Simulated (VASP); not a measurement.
# Zn3CdTe4 (P-4m2) in VASP: notebook, part 2 of 2

VASP 6.6.1. The steps go on from the part before.

### Step 4. Single point, PBE

This run uses another cell than the first one, of 31.10 Å³/atom.

INCAR

```
SYSTEM = Zn3CdTe4
PREC = Accurate
ENCUT = 520
EDIFF = 1E-6
ISMEAR = 0
SIGMA = 0.02
LREAL = .FALSE.
LASPH = .TRUE.
NELM = 80
ALGO = Normal
ISIF = 2
LWAVE = .FALSE.
LCHARG = .FALSE.
GGA = PE
NBANDS = 46
```

KPOINTS

```
regular mesh
0
G
  6 6 2
  0 0 0
```

POSCAR

```
Zn3CdTe4
1.0
    4.4408876000      0.0000000000      0.0000000000
    0.0000000000      4.4408876000      0.0000000000
    0.0000000000      0.0000000000     12.6147679000
Zn Cd Te
3 1 4
Direct
    0.0000000000      0.0000000000      0.7595800000
    0.5000000000      0.5000000000      0.0000000000
    0.0000000000      0.0000000000      0.2404200000
    0.5000000000      0.5000000000      0.5000000000
    0.5000000000      0.0000000000      0.8798210000
    0.0000000000      0.5000000000      0.1201790000
    0.5000000000      0.0000000000      0.3599050000
    0.0000000000      0.5000000000      0.6400950000
```

The run is started by

```bash
> cat potpaw_PBE.64/Zn/POTCAR potpaw_PBE.64/Cd/POTCAR potpaw_PBE.64/Te/POTCAR > POTCAR
> mpirun -np 1 vasp_std > vasp.out
```

It took 3.5 min on 1 thread of Intel Xeon Platinum 8259CL at 2.50GHz (Skylake/Cascade Lake), shared host; peak memory 0.47 GiB.

The run converged. Its results:

| Quantity | Value |
| --- | --- |
| Free energy | -20.3023 eV |
| Pressure | 0.1 GPa |
| Largest force | 0.006 eV/Å |
| Band gap on the k mesh | 0.88 eV |

Forces in eV/Å, atoms in the order of the input:
```
Zn   0.000  0.000 -0.004
Zn   0.000  0.000  0.000
Zn   0.000  0.000  0.004
Cd   0.000  0.000  0.000
Te   0.000  0.000  0.001
Te   0.000  0.000 -0.001
Te   0.000  0.000 -0.006
Te   0.000  0.000  0.006
```

Levels at points of the mesh, in eV from the valence-band top:
| k point | band 34 | band 35 | band 36 | band 37 | band 38 | band 39 |
| --- | --- | --- | --- | --- | --- | --- |
| (0.00, 0.00, 0.00) | -0.06 | 0.00 | 0.00 | 0.88 | 2.23 | 2.41 |
| (0.50, 0.00, 0.00) | -0.82 | -0.81 | -0.53 | 1.65 | 1.71 | 2.93 |
| (0.50, 0.50, 0.00) | -1.94 | -1.94 | -1.90 | 2.24 | 2.50 | 2.54 |
| (0.00, 0.00, 0.50) | -0.49 | -0.31 | -0.31 | 2.11 | 2.12 | 2.22 |
| (0.50, 0.00, 0.50) | -0.96 | -0.92 | -0.54 | 2.33 | 2.40 | 2.42 |
| (0.50, 0.50, 0.50) | -2.16 | -2.09 | -2.09 | 2.89 | 3.09 | 3.20 |

Caveat: spin-orbit coupling is left out, which moves the levels of the heavy elements.

### Step 5. Single point, PBE (32.03 Å³/atom)

This run uses another cell than the first one, of 32.03 Å³/atom.

INCAR

```
PREC = Accurate ; ENCUT = 520
EDIFF = 1E-7 ; ISMEAR = 0
SIGMA = 0.02 ; LREAL = F
LASPH = T ; NELM = 100
ALGO = Normal ; ISIF = 2
LWAVE = F ; LCHARG = T
GGA = PE ; LELF = T
LVHAR = T ; NBANDS = 46
```

KPOINTS

```
Automatic mesh
0
Gamma
  6 6 2
```

POSCAR

```
Zn3CdTe4
1.0
    4.4830631748      0.0000000000      0.0000000000
    0.0000000000      4.4830631748      0.0000000000
    0.0000000000      0.0000000000     12.7498869373
Zn Cd Te
3 1 4
Direct
    0.0000000000      0.0000000000      0.7593380354
    0.5000000000      0.5000000000      0.0000000000
    0.0000000000      0.0000000000      0.2406619646
    0.5000000000      0.5000000000      0.5000000000
    0.5000000000      0.0000000000      0.8797209907
    0.0000000000      0.5000000000      0.1202790093
    0.5000000000      0.0000000000      0.3601658894
    0.0000000000      0.5000000000      0.6398341106
```

Potentials or basis: VASP PAW PBE potentials, release 64 (Zn, Cd, Te).

The run is started by

```bash
> cat potpaw_PBE.64/Zn/POTCAR potpaw_PBE.64/Cd/POTCAR potpaw_PBE.64/Te/POTCAR > POTCAR
> mpirun -np 1 vasp_std > vasp.out
```

OUTCAR:

```text
PREC = Accurate
   ENCUT = 520
   EDIFF = 1E-7
   ISMEAR = 0
   LREAL = F
   LASPH = T
   NELM = 100
   ISIF = 2
   GGA = PE

 ion  position               nearest neighbor table
   1  0.000  0.000  0.759-   8 2.71   8 2.71   5 2.72   5 2.72
   2  0.500  0.500  0.000-   5 2.72   6 2.72   5 2.72   6 2.72
   3  0.000  0.000  0.241-   7 2.71   7 2.71   6 2.72   6 2.72
   4  0.500  0.500  0.500-   7 2.86   8 2.86   7 2.86   8 2.86
   5  0.500  0.000  0.880-   2 2.72   2 2.72   1 2.72   1 2.72
   6  0.000  0.500  0.120-   2 2.72   2 2.72   3 2.72   3 2.72
   7  0.500  0.000  0.360-   3 2.71   3 2.71   4 2.86   4 2.86
   8  0.000  0.500  0.640-   1 2.71   1 2.71   4 2.86   4 2.86

  LATTYP: Found a simple tetragonal cell.
 ALAT       =     4.4830631748
 C/A-ratio  =     2.8440123282

  Lattice vectors:

 A1 = (   4.4830631748,   0.0000000000,   0.0000000000)
 A2 = (   0.0000000000,   4.4830631748,   0.0000000000)
 A3 = (   0.0000000000,   0.0000000000,  12.7498869373)

Analysis of symmetry for initial positions (statically):
=====================================================================
[... 187 lines left out ...]
 k-point     1 :       0.0000    0.0000    0.0000
  band No.  band energies     occupation
      1      -8.9182      2.00000
      2      -8.5706      2.00000
      3      -8.4068      2.00000
      4      -8.0279      2.00000
      5      -5.7766      2.00000
      6      -5.7766      2.00000
[... 969 lines left out ...]
     45       9.7062      0.00000
     46       9.7076      0.00000

------------------------ aborting loop because EDIFF is reached ----------------------------------------

  FORCE on cell =-STRESS in cart. coord.  units (eV):
  Direction    XX          YY          ZZ          XY          YZ          ZX
  --------------------------------------------------------------------------------------
  -------------------------------------------------------------------------------------
  Total       -1.6956885     -1.6956885     -1.6858308      0.0000000      0.0000000      0.0000000
  in kB      -10.6023126    -10.6023126    -10.5406770      0.0000000      0.0000000      0.0000000
  external PRESSURE =     -10.5817674 kB  Pullay stress =       0.0000000 kB

 VOLUME and BASIS-vectors are now :
 -----------------------------------------------------------------------------
  energy-cutoff  :      520.00
  volume of cell :      256.25
      direct lattice vectors                 reciprocal lattice vectors
     4.483063175  0.000000000  0.000000000     0.223061768  0.000000000  0.000000000
     0.000000000  4.483063175  0.000000000     0.000000000  0.223061768  0.000000000
     0.000000000  0.000000000 12.749886937     0.000000000  0.000000000  0.078432068

 POSITION                                       TOTAL-FORCE (eV/Angst)
 -----------------------------------------------------------------------------------
      0.00000      0.00000      9.68147        -0.000000      0.000000      0.001256
      2.24153      2.24153      0.00000        -0.000000      0.000000      0.000000
      0.00000      0.00000      3.06841         0.000000      0.000000     -0.001256
      2.24153      2.24153      6.37494        -0.000000     -0.000000      0.000000
      2.24153      0.00000     11.21634        -0.000000      0.000000     -0.000197
      0.00000      2.24153      1.53354         0.000000      0.000000      0.000197
      2.24153      0.00000      4.59207        -0.000000      0.000000     -0.007307
      0.00000      2.24153      8.15781        -0.000000      0.000000      0.007307
 -----------------------------------------------------------------------------------
    total drift:                                0.000000      0.000000      0.000000

  FREE ENERGIE OF THE ION-ELECTRON SYSTEM (eV)
  ---------------------------------------------------
  free  energy   TOTEN  =       -20.2789191475 eV

  energy  without entropy=      -20.2789191475  energy(sigma->0) =      -20.27891915
```

OSZICAR:

```text
N       E                     dE             d eps       ncg     rms          rms(c)
DAV:   1     0.505809689501E+03    0.50581E+03   -0.30822E+04  1840   0.155E+03
DAV:   2     0.318252674466E+02   -0.47398E+03   -0.45749E+03  1860   0.363E+02
DAV:   3    -0.192499000133E+02   -0.51075E+02   -0.50367E+02  2058   0.121E+02
DAV:   4    -0.210128811467E+02   -0.17630E+01   -0.17586E+01  2122   0.207E+01
DAV:   5    -0.210533368614E+02   -0.40456E-01   -0.40453E-01  2272   0.285E+00    0.859E+00
DAV:   6    -0.203028464109E+02    0.75049E+00   -0.22468E+00  2340   0.200E+01    0.683E+00
DAV:   7    -0.202762702377E+02    0.26576E-01   -0.88218E-01  2048   0.490E+00    0.271E+00
DAV:   8    -0.202799972837E+02   -0.37270E-02   -0.32973E-02  2022   0.123E+00    0.892E-01
DAV:   9    -0.202786287292E+02    0.13686E-02   -0.59372E-03  2166   0.575E-01    0.441E-01
DAV:  10    -0.202787886338E+02   -0.15990E-03   -0.29882E-03  2096   0.334E-01    0.912E-02
DAV:  11    -0.202788620338E+02   -0.73400E-04   -0.36643E-04  2130   0.207E-01    0.339E-02
DAV:  12    -0.202788886947E+02   -0.26661E-04   -0.46168E-05  2038   0.725E-02    0.189E-02
DAV:  13    -0.202789175873E+02   -0.28893E-04   -0.45971E-05  1990   0.321E-02    0.543E-03
DAV:  14    -0.202789185606E+02   -0.97325E-06   -0.34104E-06  2194   0.193E-02    0.444E-03
DAV:  15    -0.202789191246E+02   -0.56406E-06   -0.16306E-06  1910   0.441E-03    0.145E-03
DAV:  16    -0.202789191475E+02   -0.22896E-07   -0.12133E-07  1564   0.299E-03
   1 F= -.20278919E+02 E0= -.20278919E+02  d E =-.976398E-23
```

Run time: 4 min. Hardware: 1 thread of Intel Xeon Platinum 8259CL at 2.50GHz (Skylake/Cascade Lake), shared host; peak memory 0.47 GiB.

Results:

- Free energy: -20.2789 eV
- Pressure: -1.1 GPa
- Largest force: 0.007 eV/Å
- Band gap on the k mesh: 0.76 eV

Forces in eV/Å, atoms in the order of the input:
```
Zn   0.000  0.000  0.001
Zn   0.000  0.000  0.000
Zn   0.000  0.000 -0.001
Cd   0.000  0.000  0.000
Te   0.000  0.000  0.000
Te   0.000  0.000  0.000
Te   0.000  0.000 -0.007
Te   0.000  0.000  0.007
```

Caveat: spin-orbit coupling is left out, which moves the levels of the heavy elements.

### Step 6. The runs side by side

```csv
cell,gap on the mesh (eV),pressure (GPa),largest force (eV/Å)
"a = 4.346, b = 4.346, c = 12.384 Å, 8 atoms",1.13,3.0,0.01
"a = 4.392, b = 4.392, c = 12.510 Å, 8 atoms",1.00,1.4,0.01
"a = 4.441, b = 4.441, c = 12.615 Å, 8 atoms",0.88,0.1,0.01
"a = 4.483, b = 4.483, c = 12.750 Å, 8 atoms",0.76,-1.1,0.01
```

Alike in all rows: task single point; level PBE; potentials or basis VASP PAW PBE potentials, release 64 (Zn, Cd, Te); no spin polarisation; k mesh 6 × 6 × 2; cutoff (eV) 520; smearing gaussian 0.02 eV.

Caveats: spin-orbit coupling is left out, which moves the levels of the heavy elements; the cell stands under pressure (at least some runs).

Absolute energies hang on the potentials; compare differences alone.
